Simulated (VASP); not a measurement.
# Ca (I4/mmm) in VASP: further runs

The runs below take Ca through single point, with PBE.

Program: VASP 6.6.1. These are calculated values, not measurements. Logs are shortened: lines on timing, memory, paths and dates and some standing lists are left out, and cuts for length are marked.

## Step 1: The cell of the first run

It takes space group I4/mmm (No. 139, tetragonal). Conventional cell: a = 4.410 Å, b = 4.410 Å, c = 4.392 Å, α = 90.00°, β = 90.00°, γ = 90.00°. Within 5.0 Å of Ca (site symmetry 4/mmm) lie 14 Ca at 3.81 to 4.41 Å.

This isn't the form of Ca at room conditions, which is fcc.

## Step 2: Single point, PBE

File INCAR:

```
SYSTEM = Ca
GGA = PE
ISMEAR = 1
SIGMA = 0.1
LWAVE = .False.
LCHARG = .False.
ISIF = 2
PREC = Accurate
LASPH = .True.
LREAL = .False.
ALGO = Normal
EDIFF = 1E-6
NELM = 120
GGA_COMPAT = .False.
ENCUT = 450
```

File KPOINTS:

```
k-points
0
Gamma
  11 11 11
```

File POSCAR:

```
Ca
1.0
   -2.2052049036      2.2052049036      2.1961148100
    2.2052049036     -2.2052049036      2.1961148100
    2.2052049036      2.2052049036     -2.1961148100
Ca
1
Direct
    0.5000000000      0.5000000000      0.0000000000
```

Potentials or basis: VASP PAW PBE potentials, release 64 (Ca_sv).

Run with:

```
cat potpaw_PBE.64/Ca_sv/POTCAR > POTCAR
mpirun -np 1 vasp_std > vasp.out
```

OUTCAR:

```text
SYSTEM = Ca
   GGA = PE
   ISMEAR = 1
   ISIF = 2
   PREC = Accurate
   LASPH = .True.
   LREAL = .False.
   EDIFF = 1E-6
   NELM = 120
   ENCUT = 450

 Found    126 irreducible k-points:

 Following reciprocal coordinates:
            Coordinates               Weight
  0.000000  0.000000  0.000000      1.000000
  0.090909  0.000000 -0.000000      8.000000
  0.181818  0.000000  0.000000      8.000000
  0.272727  0.000000 -0.000000      8.000000
  0.363636  0.000000 -0.000000      8.000000
  0.454545  0.000000  0.000000      8.000000
   k-points           NKPTS =    126   k-points in BZ     NKDIM =    126   number of bands    NBANDS=      9
   number of dos      NEDOS =    301   number of ions     NIONS =      1
   total plane-waves  NPLWV =  21952
   dimension x,y,z NGX =    28 NGY =   28 NGZ =   28
   dimension x,y,z NGXF=    56 NGYF=   56 NGZF=   56
   ions per type =               1
   NGX,Y,Z   is equivalent  to a cutoff of  12.20, 12.20, 12.20 a.u.
   NGXF,Y,Z  is equivalent  to a cutoff of  24.41, 24.41, 24.41 a.u.
 SYSTEM =  Ca
   PREC   = accura    normal or accurate (medium, high low for compatibility)
   ISTART =      0    job   : 0-new  1-cont  2-samecut
   ICHARG =      2    charge: 1-file 2-atom 10-const
   ISPIN  =      1    spin polarized calculation?
   LNONCOLLINEAR =      F non collinear calculations
   LSORBIT =      F    spin-orbit coupling
   LASPH  =      T    aspherical Exc in radial PAW
   ENCUT  =  450.0 eV  33.07 Ry    5.75 a.u.   6.60  6.60  6.60*2*pi/ulx,y,z
   NELM   =    120;   NELMIN=  2; NELMDL= -5     # of ELM steps
   EDIFF  = 0.1E-05   stopping-criterion for ELM
   LREAL  =      F    real-space projection
   EDIFFG = 0.1E-04   stopping-criterion for IOM
   NSW    =      0    number of steps for IOM
   IBRION =     -1    ionic relax: 0-MD 1-quasi-New 2-CG
   NFREE  =      0    steps in history (QN), initial steepest desc. (CG)
   ISIF   =      2    stress and relaxation
   ISYM   =      2    0-nonsym 1-usesym 2-fastsym
   POTIM  = 0.5000    time-step for ionic-motion
   TEBEG  =    0.0;   TEEND  =   0.0 temperature during run

   SCALEE = 1.0000    scale energy and forces
   PSTRESS=    0.0 pullay stress
   NELECT =      10.0000    total number of electrons
   NUPDOWN=      -1.0000    fix difference up-down
   EMIN   =  10.00;   EMAX   =-10.00  energy-range for DOS
   EFERMI =   0.00;   METHOD = LEGACY
   ISMEAR =     1;   SIGMA  =   0.10  broadening in eV -4-tet -1-fermi 0-gaus
   EFERMI_NEDOS =   21; number of points for ismear=-14 and -15
   IALGO  =     38    algorithm
   IMIX   =      4    mixing-type and parameters
     AMIX     =   0.40;   BMIX     =  1.00
     AMIX_MAG =   1.60;   BMIX_MAG =  1.00
  volume/ion in A,a.u.               =      42.72       288.28
  Fermi-wavevector in a.u.,A,eV,Ry     =   1.008952  1.906643 13.850516  1.017984
  Thomas-Fermi vector in A             =   2.141851
   LORBIT       =      0    0 simple, 1 ext, 2 COOP (PROOUT), +10 PAW based schemes
   GGA     = PE    functional components
   LHFCALC =     F    Hartree Fock is set to
   AEXX    =    0.0000 exact exchange contribution
   IVDW    =     0    specifies the selected vdW correction
   LEPSILON=     F    determine dielectric tensor
   LRPA    =     F    only Hartree local field effects (RPA)

   CSHIFT  =0.1000    complex shift for real part using Kramers Kronig

   OMEGAMAX=  -1.0    maximum frequency
 non-spin polarized calculation
 Methfessel and Paxton  Order N= 1 SIGMA  =   0.10
  energy-cutoff  :      450.00
  volume of cell :       42.72
 maximum number of plane-waves:       951
   NGX = 13   NGY = 13   NGZ = 13

 number of electron      10.0000001 magnetization

 Free energy of the ion-electron system (eV)
  ---------------------------------------------------
  ext. energy  EPLUGINS =         0.00000000
  ---------------------------------------------------
  free energy    TOTEN  =        -1.91215173 eV

  energy without entropy =       -1.91181481  energy(sigma->0) =       -1.91203942

 E-fermi :   1.9613     XC(G=0):  -7.6974

 val. band max:        1.9589664098   @ k =  -0.2727  -0.4545   0.1818
 cond. band min:       1.9842820386   @ k =  -0.4545   0.4545   0.4545
 fundamental gap:      0.0253156287
 Fermi energy:         1.9613443458

 k-point     1 :       0.0000    0.0000    0.0000
  band No.  band energies     occupation
      1     -40.1301      2.00000
      2     -21.0471      2.00000
      3     -21.0462      2.00000
      4     -21.0462      2.00000
      5      -2.0881      2.00000
      6       4.2248      0.00000
      7       4.2429      0.00000
      8       4.2429      0.00000
      9       5.2673      0.00000

 k-point     2 :       0.0909    0.0000   -0.0000
  band No.  band energies     occupation
      1     -40.1290      2.00000
      2     -21.0575      2.00000
      3     -21.0498      2.00000
      4     -21.0466      2.00000
      5      -1.9399      2.00000
      6       4.1422      0.00000
      7       4.1821      0.00000
      8       4.3452      0.00000
      9       5.2365      0.00000

 k-point     3 :       0.1818    0.0000    0.0000
  band No.  band energies     occupation
      1     -40.1260      2.00000
      2     -21.0864      2.00000
      3     -21.0595      2.00000
      4     -21.0466      2.00000
      5      -1.5077      2.00000
      6       3.8938     -0.00000
      7       3.9144     -0.00000
      8       4.6679      0.00000
      9       5.0926      0.00000

 k-point     4 :       0.2727    0.0000   -0.0000
  band No.  band energies     occupation
      1     -40.1221      2.00000
      2     -21.1239      2.00000
      3     -21.0722      2.00000
      4     -21.0466      2.00000
      5      -0.8297      2.00000
      6       3.3623     -0.00000
      7       3.6459     -0.00000
      8       5.1251      0.00000
      9       5.1737      0.00000

 k-point     5 :       0.3636    0.0000   -0.0000
  band No.  band energies     occupation
      1     -40.1184      2.00000
      2     -21.1579      2.00000
      3     -21.0838      2.00000
      4     -21.0466      2.00000
      5       0.0182      2.00000
      6       2.7391     -0.00000
      7       3.4226     -0.00000
      8       5.1967      0.00000
      9       5.4575      0.00000

 k-point     6 :       0.4545    0.0000    0.0000
  band No.  band energies     occupation
      1     -40.1163      2.00000
      2     -21.1780      2.00000
      3     -21.0907      2.00000
      4     -21.0466      2.00000
      5       0.8625      2.00000
      6       2.0980     -0.06581
      7       3.2987     -0.00000
      8       5.1931      0.00000
      9       5.5387      0.00000

 [... further k-points ...]

------------------------ aborting loop because EDIFF is reached ----------------------------------------

  FORCE on cell =-STRESS in cart. coord.  units (eV):
  Direction    XX          YY          ZZ          XY          YZ          ZX
  --------------------------------------------------------------------------------------
  -------------------------------------------------------------------------------------
  Total       -0.0516381     -0.0516381     -0.0570195      0.0000000      0.0000000      0.0000000
  in kB       -1.9367244     -1.9367244     -2.1385570      0.0000000      0.0000000      0.0000000
  external PRESSURE =      -2.0040019 kB  Pullay stress =       0.0000000 kB

 VOLUME and BASIS-vectors are now :
 -----------------------------------------------------------------------------
  energy-cutoff  :      450.00
  volume of cell :       42.72
      direct lattice vectors                 reciprocal lattice vectors
    -2.205204904  2.205204904  2.196114810     0.000000000  0.226736300  0.227674800
     2.205204904 -2.205204904  2.196114810     0.226736300  0.000000000  0.227674800
     2.205204904  2.205204904 -2.196114810     0.226736300  0.226736300  0.000000000

 POSITION                                       TOTAL-FORCE (eV/Angst)
 -----------------------------------------------------------------------------------
      0.00000      0.00000      2.19611        -0.000000     -0.000000      0.000000
 -----------------------------------------------------------------------------------
    total drift:                                0.000000     -0.000000      0.000000

  FREE ENERGIE OF THE ION-ELECTRON SYSTEM (eV)
  ---------------------------------------------------
  free  energy   TOTEN  =        -1.9121517293 eV

  energy  without entropy=       -1.9118148143  energy(sigma->0) =       -1.91203942
```

OSZICAR:

```text
N       E                     dE             d eps       ncg     rms          rms(c)
DAV:   1     0.582972493235E+02    0.58297E+02   -0.52261E+03  2268   0.887E+02
DAV:   2     0.829597381203E+00   -0.57468E+02   -0.57259E+02  2337   0.217E+02
DAV:   3    -0.178026903515E+01   -0.26099E+01   -0.25987E+01  3944   0.429E+01
DAV:   4    -0.191778060501E+01   -0.13751E+00   -0.13745E+00  3029   0.678E+00
DAV:   5    -0.192064151811E+01   -0.28609E-02   -0.28599E-02  3998   0.799E-01    0.220E+00
DAV:   6    -0.191358790874E+01    0.70536E-02   -0.12768E-02  3109   0.139E+00    0.135E+00
DAV:   7    -0.191256194720E+01    0.10260E-02   -0.17941E-02  2996   0.181E+00    0.977E-02
DAV:   8    -0.191213080004E+01    0.43115E-03   -0.19716E-03  2890   0.480E-01    0.186E-02
DAV:   9    -0.191215141201E+01   -0.20612E-04   -0.93963E-05  3618   0.767E-02    0.575E-03
DAV:  10    -0.191215267120E+01   -0.12592E-05   -0.89428E-06  3357   0.348E-02    0.158E-03
DAV:  11    -0.191215172931E+01    0.94189E-06   -0.37447E-07  2248   0.787E-03
   1 F= -.19121517E+01 E0= -.19120394E+01  d E =-.336915E-03
```

Run time: 15 s. Hardware: 1 thread of Intel Xeon 6975P-C (Granite Rapids), shared host; peak memory 0.18 GiB.

Results:

```yaml
Free_energy: -1.9122 eV
Pressure: -0.2 GPa
Band_gap_on_the_k_mesh: zero (bands 5 and 6 overlap by 0.30 eV)
```

## Step 3: Single point, PBE

File INCAR:

```
SYSTEM = Ca
PREC = Accurate ; ENCUT = 500
EDIFF = 1E-6 ; ISMEAR = 0
SIGMA = 0.1 ; LREAL = .FALSE.
LASPH = .TRUE. ; NELM = 120
ALGO = Normal ; ISIF = 2
LWAVE = .FALSE. ; LCHARG = .TRUE.
GGA = PE ; LELF = .TRUE.
LVHAR = .TRUE. ; NBANDS = 11
GGA_COMPAT = .FALSE.
```

File KPOINTS:

```
regular mesh
0
G
  7 7 7
  0 0 0
```

POSCAR is that of step 2.

Potentials or basis: VASP PAW PBE potentials, release 64 (Ca_sv).

Run with:

```
cat potpaw_PBE.64/Ca_sv/POTCAR > POTCAR
mpirun -np 1 vasp_std > vasp.out
```

Run time: 31 s. Hardware: 1 thread of Intel Xeon 8259CL, shared host; peak memory 0.16 GiB.

It converged, with:

```
Free energy            : -1.9178 eV
Pressure               : -0.2 GPa
Band gap on the k mesh : zero (bands 5 and 6 overlap by 0.26 eV)
```

Levels at points of the mesh, in eV from the Fermi level:
```csv
k point,band 2,band 3,band 4,band 5,band 6,band 7,band 8,band 9
"(0.00, 0.00, 0.00)",-23.00,-23.00,-23.00,-4.04,2.27,2.29,2.29,3.31
```

## Step 4: Single point, PBE

File INCAR:

```
PREC = Accurate
ENCUT = 500
EDIFF = 1E-6
ISMEAR = 0
SIGMA = 0.1
LREAL = F
LASPH = T
NELM = 120
ALGO = Normal
ISIF = 2
LWAVE = F
LCHARG = F
GGA = PE
NBANDS = 11
GGA_COMPAT = F
```

File KPOINTS:

```
Automatic mesh
0
Gamma
  7 7 7
```

POSCAR is that of step 3.

Run with:

```
cat potpaw_PBE.64/Ca_sv/POTCAR > POTCAR
mpirun -np 1 vasp_std > vasp.out
```

It took 28 s on 1 thread of Intel Xeon 8259CL, shared host; peak memory 0.16 GiB.

The run converged. Its results:

```yaml
Free_energy: -1.9178 eV
Pressure: -0.2 GPa
Band_gap_on_the_k_mesh: zero (bands 5 and 6 overlap by 0.26 eV)
```

Levels at points of the mesh, in eV from the Fermi level:
| k point | band 1 | band 2 | band 3 | band 4 | band 5 | band 6 | band 7 | band 8 | band 9 | band 10 |
| --- | --- | --- | --- | --- | --- | --- | --- | --- | --- | --- |
| (0.00, 0.00, 0.00) | -42.09 | -23.00 | -23.00 | -23.00 | -4.04 | 2.27 | 2.29 | 2.29 | 3.31 | 3.34 |

The gap in the log of VASP goes by the Fermi energy; the results here count the filled bands.